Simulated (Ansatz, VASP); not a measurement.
# Two plane-wave programs on AlN

INCAR

```
SYSTEM = AlN
  PREC = Accurate
  ENCUT = 520
  EDIFF = 1E-7
  ISMEAR = 0
  SIGMA = 0.05
  LREAL = .FALSE.
  LASPH = .TRUE.
  NELM = 100
  ALGO = Normal
  ISIF = 2
  LWAVE = .FALSE.
  LCHARG = .TRUE.
  GGA = PS
  LELF = .TRUE.
  LVHAR = .TRUE.
  NBANDS = 16
```

File KPOINTS:

```
Automatic mesh
0
G
  9 9 6
  0 0 0
```

POSCAR

```
AlN
1.0
    3.2024000000      0.0000000000      0.0000000000
   -1.6012000000      2.7733597531      0.0000000000
    0.0000000000      0.0000000000      4.2228000000
Al N
2 2
Direct
    0.3333333333      0.6666666667      0.7500000000
    0.6666666667      0.3333333333      0.2500000000
    0.3333333333      0.6666666667      0.2500000000
    0.6666666667      0.3333333333      0.7500000000
```

Input for Ansatz:

```yaml
crystal:
  lattice:
    - [3.2024, 0.0, 0.0]
    - [-1.6012, 2.7733597531, 0.0]
    - [0.0, 0.0, 4.2228]
  atoms:
    - { symbol: Al, position: [0.3333333333, 0.6666666667, 0.75] }
    - { symbol: Al, position: [0.6666666667, 0.3333333333, 0.25] }
    - { symbol: "N", position: [0.3333333333, 0.6666666667, 0.25] }
    - { symbol: "N", position: [0.6666666667, 0.3333333333, 0.75] }
basis:
  ecutwfc: 520.0
kpoints:
  mp_grid: { grid: [9, 9, 6] }
hamiltonian:
  xc: pbesol
  pseudopotentials: { kind: paw, azcp: { folder: soft_1 } }
scf:
  occupations: { method: gaussian, width: 0.05 }
output:
  forces: true
  stress: true
  eigenvalues: true
```

Alike in both runs: task single point; functional PBEsol; k mesh 9 × 9 × 6; occupations gaussian, width 0.05 eV; no spin polarisation.

|  | VASP | Ansatz |
| --- | --- | --- |
| version | VASP 6.6.1 | Ansatz 0.2.0 |
| potentials or method | VASP PAW PBE potentials, release 64 (Al, N), cutoff 520 eV | scalar-relativistic, plane waves, PAW |
| valence electrons in the cell | 16 | 16 |

|  | VASP | Ansatz | Ansatz less VASP |
| --- | --- | --- | --- |
| gap on the k mesh at the Fermi level (eV) | 3.55 | 3.53 | -0.016 |
| least direct gap on the mesh (eV) | 3.55 | 3.53 | -0.016 |
| pressure (GPa) | 12.0 | 11.9 | -0.08 |
| traceless stress, the component that is largest in VASP (GPa) | -9.63 | -9.52 | +0.115 |

VASP's potentials were made for PBE, not for PBEsol, and Ansatz warns of the same on its side.
